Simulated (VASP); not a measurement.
# Sn in VASP: notebook

Sn is run at these levels: PBE; tasks: relaxation of the atoms, single point.

All numbers are computed with VASP 6.6.1; they aren't measurements. Logs are shortened: lines on timing, memory, paths and dates and some standing lists are left out, and cuts for length are marked.

### Step 1. The cell of the first run

The cell holds a slab with vacuum, 4 atoms: a = 4.706 Å, b = 4.706 Å, c = 20.992 Å, α = 90.00°, β = 90.00°, γ = 90.00°.

### Step 2. Relaxation of the atoms, PBE

INCAR

```
PREC = Accurate ; ENCUT = 450
EDIFF = 1E-7 ; ISMEAR = -1
SIGMA = 0.02 ; LREAL = F
LASPH = T ; NELM = 120
ALGO = Normal ; ISIF = 2
LWAVE = F ; LCHARG = F
LDIPOL = T ; IDIPOL = 3
DIPOL = 0.5 0.5 0.500 ; GGA = PE
IBRION = 2 ; NSW = 60
EDIFFG = -0.01 ; GGA_COMPAT = F
NELMIN = 4 ; NELMDL = -8
KPAR = 4
```

KPOINTS

```
regular mesh
0
Gamma
  7 7 1
```

POSCAR

```
Sn
1.0
    4.7064645918      0.0000000000      0.0000000000
    0.0000000000      4.7064645918      0.0000000000
    0.0000000000      0.0000000000     20.9920000000
Sn
4
Direct
    0.0000000000      0.2500000000      0.3810985246
    0.5000000000      0.2500000000      0.4603661749
    0.5000000000      0.7500000000      0.5396338251
    0.0000000000      0.7500000000      0.6189014754
```

Potentials or basis: VASP PAW PBE potentials, release 64 (Sn_d).

Started as:

```
$ cat potpaw_PBE.64/Sn_d/POTCAR > POTCAR
$ mpirun -np 4 vasp_std > vasp.out
```

OUTCAR:

```text
PREC = Accurate
   ENCUT = 450
   EDIFF = 1E-7
   ISMEAR = -1
   LREAL = F
   LASPH = T
   NELM = 120
   ISIF = 2
   GGA = PE
   IBRION = 2
   NSW = 60
   EDIFFG = -0.01
   NELMIN = 4
   NELMDL = -8

 ion  position               nearest neighbor table
   1  0.000  0.250  0.381-   2 2.88   2 2.88
   2  0.500  0.250  0.460-   3 2.88   3 2.88   1 2.88   1 2.88
   3  0.500  0.750  0.540-   2 2.88   2 2.88   4 2.88   4 2.88
   4  0.000  0.750  0.619-   3 2.88   3 2.88

  LATTYP: Found a simple tetragonal cell.
 ALAT       =     4.7064645918
 C/A-ratio  =     4.4602481524

  Lattice vectors:

 A1 = (   4.7064645918,   0.0000000000,   0.0000000000)
 A2 = (   0.0000000000,   4.7064645918,   0.0000000000)
 A3 = (   0.0000000000,   0.0000000000,  20.9920000000)

Analysis of symmetry for initial positions (statically):
=====================================================================
 Subroutine PRICEL returns:
 Original cell was already a primitive cell.

 Routine SETGRP: Setting up the symmetry group for a
 simple tetragonal supercell.

 Subroutine GETGRP returns: Found  8 space group operations
 (whereof  4 operations were pure point group operations)
 out of a pool of 16 trial point group operations.

The static configuration has the point symmetry C_2h.
 The point group associated with its full space group is D_2h.

Analysis of symmetry for dynamics (positions and initial velocities):
=====================================================================
 Subroutine PRICEL returns:
 Original cell was already a primitive cell.

 Routine SETGRP: Setting up the symmetry group for a
 simple tetragonal supercell.

 Subroutine GETGRP returns: Found  8 space group operations
 (whereof  4 operations were pure point group operations)
 out of a pool of 16 trial point group operations.

The dynamic configuration has the point symmetry C_2h.
 The point group associated with its full space group is D_2h.

 Subroutine INISYM returns: Found  8 space group operations
 (whereof  4 operations are pure point group operations),
 and found     1 'primitive' translations

----------------------------------------------------------------------------------------

                                     Primitive cell

  volume of cell :     464.9898

  direct lattice vectors                    reciprocal lattice vectors
     4.706464592  0.000000000  0.000000000     0.212473712  0.000000000  0.000000000
     0.000000000  4.706464592  0.000000000     0.000000000  0.212473712  0.000000000
     0.000000000  0.000000000 20.992000000     0.000000000  0.000000000  0.047637195

  length of vectors
     4.706464592  4.706464592 20.992000000     0.212473712  0.212473712  0.047637195

  position of ions in fractional coordinates (direct lattice)
     0.000000000  0.250000000  0.381098525
     0.500000000  0.250000000  0.460366175
     0.500000000  0.750000000  0.539633825
     0.000000000  0.750000000  0.618901475

  ion indices of the primitive-cell ions
   primitive index   ion index
                 1           1
                 2           2
                 3           3
                 4           4

----------------------------------------------------------------------------------------

 KPOINTS: regular mesh

Automatic generation of k-mesh.
 Grid dimensions read from file:
 generate k-points for:    7    7    1

 Generating k-lattice:

  Cartesian coordinates                     Fractional coordinates (reciprocal lattice)
     0.030353387  0.000000000  0.000000000     0.142857143  0.000000000  0.000000000
     0.000000000  0.030353387  0.000000000     0.000000000  0.142857143  0.000000000
     0.000000000  0.000000000  0.047637195     0.000000000  0.000000000  1.000000000

  Length of vectors
     0.030353387  0.030353387  0.047637195

  Shift w.r.t. Gamma in fractional coordinates (k-lattice)
     0.000000000  0.000000000  0.000000000

 Subroutine IBZKPT returns following result:
 ===========================================

 Found     16 irreducible k-points:

 Following reciprocal coordinates:
            Coordinates               Weight
  0.000000  0.000000  0.000000      1.000000
  0.142857  0.000000  0.000000      2.000000
  0.000000  0.142857  0.000000      2.000000
  0.285714  0.000000  0.000000      2.000000
  0.000000  0.285714  0.000000      2.000000
  0.428571  0.000000  0.000000      2.000000
[... 8 lines left out ...]
 -0.285714  0.428571  0.000000      4.000000
  0.428571  0.428571  0.000000      4.000000
   k-points           NKPTS =     16   k-points in BZ     NKDIM =     16   number of bands    NBANDS=     33
   number of dos      NEDOS =    301   number of ions     NIONS =      4
   total plane-waves  NPLWV = 194400
   dimension x,y,z NGX =    36 NGY =   36 NGZ =  150
   dimension x,y,z NGXF=    72 NGYF=   72 NGZF=  300
   ions per type =               4
   NGX,Y,Z   is equivalent  to a cutoff of  12.72, 12.72, 11.88 a.u.
   NGXF,Y,Z  is equivalent  to a cutoff of  25.43, 25.43, 23.76 a.u.
 SYSTEM =  unknown system
   PREC   = accura    normal or accurate (medium, high low for compatibility)
   ISTART =      0    job   : 0-new  1-cont  2-samecut
   ICHARG =      2    charge: 1-file 2-atom 10-const
   ISPIN  =      1    spin polarized calculation?
   LNONCOLLINEAR =      F non collinear calculations
   LSORBIT =      F    spin-orbit coupling
   LASPH  =      T    aspherical Exc in radial PAW
   ENCUT  =  450.0 eV  33.07 Ry    5.75 a.u.   8.14  8.14 36.31*2*pi/ulx,y,z
   NELM   =    120;   NELMIN=  4; NELMDL= -8     # of ELM steps
   EDIFF  = 0.1E-06   stopping-criterion for ELM
   LREAL  =      F    real-space projection
   EDIFFG = -.1E-01   stopping-criterion for IOM
   NSW    =     60    number of steps for IOM
   IBRION =      2    ionic relax: 0-MD 1-quasi-New 2-CG
   NFREE  =      1    steps in history (QN), initial steepest desc. (CG)
   ISIF   =      2    stress and relaxation
   ISYM   =      2    0-nonsym 1-usesym 2-fastsym
   POTIM  = 0.5000    time-step for ionic-motion
   TEBEG  =    0.0;   TEEND  =   0.0 temperature during run
   PSTRESS=    0.0 pullay stress
   NELECT =      56.0000    total number of electrons
   NUPDOWN=      -1.0000    fix difference up-down
   EMIN   =  10.00;   EMAX   =-10.00  energy-range for DOS
   EFERMI =   0.00;   METHOD = LEGACY
   ISMEAR =    -1;   SIGMA  =   0.02  broadening in eV -4-tet -1-fermi 0-gaus
   EFERMI_NEDOS =   21; number of points for ismear=-14 and -15
   IALGO  =     38    algorithm
   IMIX   =      4    mixing-type and parameters
     AMIX     =   0.40;   BMIX     =  1.00
     AMIX_MAG =   1.60;   BMIX_MAG =  1.00
  volume/ion in A,a.u.               =     116.25       784.48
  Fermi-wavevector in a.u.,A,eV,Ry     =   0.808456  1.527760  8.892782  0.653601
  Thomas-Fermi vector in A             =   1.917265
   LORBIT       =      0    0 simple, 1 ext, 2 COOP (PROOUT), +10 PAW based schemes
   GGA     = PE    functional components
   LHFCALC =     F    Hartree Fock is set to
   AEXX    =    0.0000 exact exchange contribution
   IVDW    =     0    specifies the selected vdW correction
   LEPSILON=     F    determine dielectric tensor
   LRPA    =     F    only Hartree local field effects (RPA)
 conjugate gradient relaxation of ions
 non-spin polarized calculation
  energy-cutoff  :      450.00
  volume of cell :      464.99
 maximum number of plane-waves:     10128
 NGX is ok and might be reduce to    36
   NGX = 17   NGY = 17   NGZ = 73

--------------------------------------- Ionic step        1  -------------------------------------------

 number of electron      55.9999966 magnetization

 Free energy of the ion-electron system (eV)
  ---------------------------------------------------
  ext. energy  EPLUGINS =         0.00000000
  ---------------------------------------------------
  free energy    TOTEN  =       -13.10926431 eV

  energy without entropy =      -13.10346556  energy(sigma->0) =      -13.10636493

------------------------ aborting loop because EDIFF is reached ----------------------------------------

  FORCE on cell =-STRESS in cart. coord.  units (eV):
  Direction    XX          YY          ZZ          XY          YZ          ZX
  --------------------------------------------------------------------------------------
  -------------------------------------------------------------------------------------
  Total       -0.5833640     -1.0698067      0.0746067      0.0000000      0.0000000      0.0000000
  in kB       -2.0100498     -3.6861454      0.2570663      0.0000000      0.0000000      0.0000000
  external PRESSURE =      -1.8130430 kB  Pullay stress =       0.0000000 kB
[... 57 lines left out ...]
  FREE ENERGIE OF THE ION-ELECTRON SYSTEM (eV)
  ---------------------------------------------------
  free  energy   TOTEN  =       -13.1132263992 eV

  energy  without entropy=      -13.1074080994  energy(sigma->0) =      -13.11031725

 dipolmoment           0.000000      0.000000      0.000000 electrons x Angstroem

--------------------------------------- Ionic step        3  -------------------------------------------

 number of electron      55.9999975 magnetization

------------------------ aborting loop because EDIFF is reached ----------------------------------------
[... 185 lines left out ...]
--------------------------------------- Ionic step        8  -------------------------------------------

 number of electron      55.9999970 magnetization

 dipolmoment           0.000000      0.000000     -0.000000 electrons x Angstroem

 Free energy of the ion-electron system (eV)
  ---------------------------------------------------
  ext. energy  EPLUGINS =         0.00000000
  ---------------------------------------------------
  free energy    TOTEN  =       -13.11507694 eV

  energy without entropy =      -13.10922109  energy(sigma->0) =      -13.11214902

 E-fermi :  -1.5802     XC(G=0):  -3.4992

 val. band max:       -1.5888254707   @ k =  -0.2857   0.4286   0.0000
 cond. band min:      -1.5115958737   @ k =   0.4286   0.4286   0.0000
 fundamental gap:      0.0772295971
 Fermi energy:        -1.5802093290

 k-point     1 :       0.0000    0.0000    0.0000
  band No.  band energies     occupation
      1     -22.8946      2.00000
      2     -22.8905      2.00000
      3     -22.8267      2.00000
      4     -22.8222      2.00000
      5     -22.8212      2.00000
      6     -22.8209      2.00000
[... 565 lines left out ...]
     32       0.9490      0.00000
     33       2.4045      0.00000

------------------------ aborting loop because EDIFF is reached ----------------------------------------

 vacuum level on the upper side and lower side of the slab       (xc-potential included)        -0.151        -0.151

  FORCE on cell =-STRESS in cart. coord.  units (eV):
  Direction    XX          YY          ZZ          XY          YZ          ZX
  --------------------------------------------------------------------------------------
  -------------------------------------------------------------------------------------
  Total       -0.3149707     -1.4275092     -0.0071906      0.0000000      0.0000000      0.0000000
  in kB       -1.0852688     -4.9186519     -0.0247760      0.0000000      0.0000000      0.0000000
  external PRESSURE =      -2.0095656 kB  Pullay stress =       0.0000000 kB
[... 19 lines left out ...]
  FREE ENERGIE OF THE ION-ELECTRON SYSTEM (eV)
  ---------------------------------------------------
  free  energy   TOTEN  =       -13.1150769401 eV

  energy  without entropy=      -13.1092210911  energy(sigma->0) =      -13.11214902

 reached required accuracy - stopping structural energy minimisation

 vacuum level on the upper side and lower side of the slab         2.748         2.748
```

Wall time 4.7 min (4 MPI ranks of Intel Xeon Platinum 8488C (Sapphire Rapids), shared host); peak memory 0.56 GiB.

Results:

```yaml
Free_energy: -13.1151 eV
Energy_gained_by_relaxing: 1.5 meV/atom
Ionic_steps: 8
Band_gap_on_the_k_mesh: zero (bands 28 and 29 overlap by 0.61 eV)
```

Step by step:
```tsv
step	energy change (eV)	largest force (eV/Å)	pressure (GPa)
1	0.0000	0.2257	-0.18
2	-0.0040	0.1187	-0.17
3	-0.0053	0.0347	-0.16
4	-0.0053	0.0368	-0.16
5	-0.0055	0.0301	-0.16
6	-0.0058	0.0119	-0.19
7	-0.0056	0.0215	-0.23
8	-0.0058	0.0017	-0.20
```

Final structure:
```xyz
4
Lattice="4.7065 0.0000 0.0000 0.0000 4.7065 0.0000 0.0000 0.0000 20.9920" Properties=species:S:1:pos:R:3 pbc="T T T"
Sn    0.0000    1.1766    7.9939
Sn    2.3532    1.1766    9.6362
Sn    2.3532    3.5298   11.3558
Sn    0.0000    3.5298   12.9981
```

Caveat: spin-orbit coupling is left out, which moves the levels of the heavy elements.

### Step 3. Single point, PBE

This run uses another cell than the first one.

INCAR

```
SYSTEM = Sn
  PREC = Accurate
  ENCUT = 400
  EDIFF = 1E-6
  ISMEAR = -1
  SIGMA = 0.02
  LREAL = .FALSE.
  LASPH = .TRUE.
  NELM = 120
  ALGO = Normal
  ISIF = 2
  LWAVE = .FALSE.
  LCHARG = .FALSE.
  LDIPOL = .TRUE.
  IDIPOL = 3
  DIPOL = 0.5 0.5 0.500
  GGA = PE
  NBANDS = 36
  GGA_COMPAT = .FALSE.
  NELMDL = -8
```

KPOINTS

```
Automatic mesh
0
G
  7 7 1
  0 0 0
```

POSCAR

```
Sn
1.0
    4.7064645918      0.0000000000      0.0000000000
    0.0000000000      4.7064645918      0.0000000000
    0.0000000000      0.0000000000     16.0067000000
Sn
4
Direct
    0.0000000000      0.2500000000      0.3436055975
    0.5000000000      0.2500000000      0.4462750930
    0.5000000000      0.7500000000      0.5537249040
    0.0000000000      0.7500000000      0.6563944025
```

Potentials or basis: VASP PAW PBE potentials, release 64 (Sn_d).

Started as:

```
$ cat potpaw_PBE.64/Sn_d/POTCAR > POTCAR
$ mpirun -np 1 vasp_std > vasp.out
```

It took 2 min on 1 thread of Oxide Virtual Turin-like, shared host; peak memory 0.32 GiB.

Results (log left out):

```
Free energy            : -13.1148 eV
Largest force          : 0.005 eV/Å
Band gap on the k mesh : zero (bands 28 and 29 overlap by 0.61 eV)
```

Forces on the atoms (eV/Å):
```
Sn   0.000  0.000  0.005
Sn   0.000  0.000  0.001
Sn   0.000  0.000 -0.001
Sn   0.000  0.000 -0.005
```

Levels at points of the mesh, in eV from the Fermi level:
```
           k point  band 26  band 27  band 28  band 29  band 30  band 31
(0.00, 0.00, 0.00)    -1.16    -0.27     0.57     0.96     1.55     1.60
```

Caveat: spin-orbit coupling is left out, which moves the levels of the heavy elements.

### Step 4. Single point, PBE

INCAR

```
SYSTEM = Sn
ALGO = Normal ; DIPOL = 0.5 0.5 0.500
EDIFF = 1E-6 ; ENCUT = 400
GGA = PE ; GGA_COMPAT = .FALSE.
IDIPOL = 3 ; ISIF = 2
ISMEAR = -1 ; LASPH = .TRUE.
LCHARG = .TRUE. ; LDIPOL = .TRUE.
LELF = .TRUE. ; LREAL = .FALSE.
LVACPOTAV = .TRUE. ; LVHAR = .TRUE.
LWAVE = .FALSE. ; NBANDS = 36
NELM = 120 ; NELMDL = -8
PREC = Accurate ; SIGMA = 0.02
```

KPOINTS

```
k-points
0
G
  7 7 1
  0 0 0
```

POSCAR

```
Sn
1.0
    4.7064645918      0.0000000000      0.0000000000
    0.0000000000      4.7064645918      0.0000000000
    0.0000000000      0.0000000000     20.9920000000
Sn
4
Direct
    0.0000000000      0.2500000000      0.3810985246
    0.5000000000      0.2500000000      0.4603661749
    0.5000000000      0.7500000000      0.5396338251
    0.0000000000      0.7500000000      0.6189014754
```

Started as:

```
$ cat potpaw_PBE.64/Sn_d/POTCAR > POTCAR
$ mpirun -np 1 vasp_std > vasp.out
```

Wall time 3.4 min (1 thread of Oxide Virtual Turin-like, shared host); peak memory 0.4 GiB.

It converged, with:

```
Free energy            : -13.1082 eV
Largest force          : 0.227 eV/Å
Band gap on the k mesh : zero (bands 28 and 29 overlap by 0.59 eV)
```

Forces on the atoms (eV/Å):
```
Sn   0.000  0.000  0.058
Sn   0.000  0.000 -0.227
Sn   0.000  0.000  0.227
Sn   0.000  0.000 -0.058
```

Levels at points of the mesh, in eV from the Fermi level:
```tsv
k point	band 24	band 25	band 26	band 27	band 28	band 29	band 30	band 31	band 32	band 33
(0.00, 0.00, 0.00)	-2.71	-1.33	-1.23	-0.20	0.57	1.00	1.61	1.61	1.68	2.39
```

Caveat: spin-orbit coupling is left out, which moves the levels of the heavy elements.

### Step 5. The runs side by side

```tsv
task	cell	cutoff (eV)	gap on the mesh (eV)
relaxation of the atoms	atoms relaxed from a = 4.706, b = 4.706, c = 20.992 Å, 4 atoms, atomic positions A	450	none
single point	a = 4.706, b = 4.706, c = 16.007 Å, 4 atoms, atomic positions B	400	none
single point	a = 4.706, b = 4.706, c = 20.992 Å, 4 atoms, atomic positions A	400	none
```

Alike in all rows: level PBE; potentials or basis VASP PAW PBE potentials, release 64 (Sn_d); no spin polarisation; k mesh 7 × 7 × 1; smearing fermi-dirac 0.02 eV.

Caveats: spin-orbit coupling is left out, which moves the levels of the heavy elements.

Absolute energies hang on the potentials; compare differences alone.

The gap in the log of VASP goes by the Fermi energy; the results here count the filled bands.